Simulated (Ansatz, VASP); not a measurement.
**Ta2C: VASP beside Ansatz**

```
Ta C
1.0
     3.11016    0.00000    0.00000
    -1.55508    2.69348    0.00000
     0.00000    0.00000    4.94230
Ta C
2 1
Direct
  0.33333 0.66667 0.25356
  0.66667 0.33333 0.74644
  0.00000 0.00000 0.00000
```

Alike in both runs: functional r2SCAN; k mesh 18 × 18 × 8; occupations gaussian, width 0.1 eV; no spin polarisation.

Ansatz relaxed the structure, and its values are those at the end. VASP's run is a single point on that final structure, the one shown.

|  | VASP | Ansatz |
| --- | --- | --- |
| version | VASP 6.6.1 | Ansatz 0.2.0 |
| potentials or method | VASP PAW PBE potentials, release 64 (Ta_pv, C), cutoff 520 eV | scalar-relativistic, plane waves, PAW |
| valence electrons in the cell | 26 | 30 |

Ansatz gave:

* gap on the k mesh at the Fermi level (eV): none
* pressure (GPa): 0.0
* rms of the force components (eV/Å): 0.001

Estimate VASP's values.

gap on the k mesh at the Fermi level (eV): none; pressure (GPa): 0.9; rms of the force components (eV/Å): 0.021.

VASP's potentials were made for PBE, not for r2SCAN. A gap of «none» marks a metal or a gap that the smearing closes. The functional is the same, so the differences come from potentials, cutoffs and numerics. VASP's potentials hold 26 valence electrons a cell and Ansatz's 30, so a difference there can come from the potentials and not from the codes.

Spin-orbit coupling is off throughout.
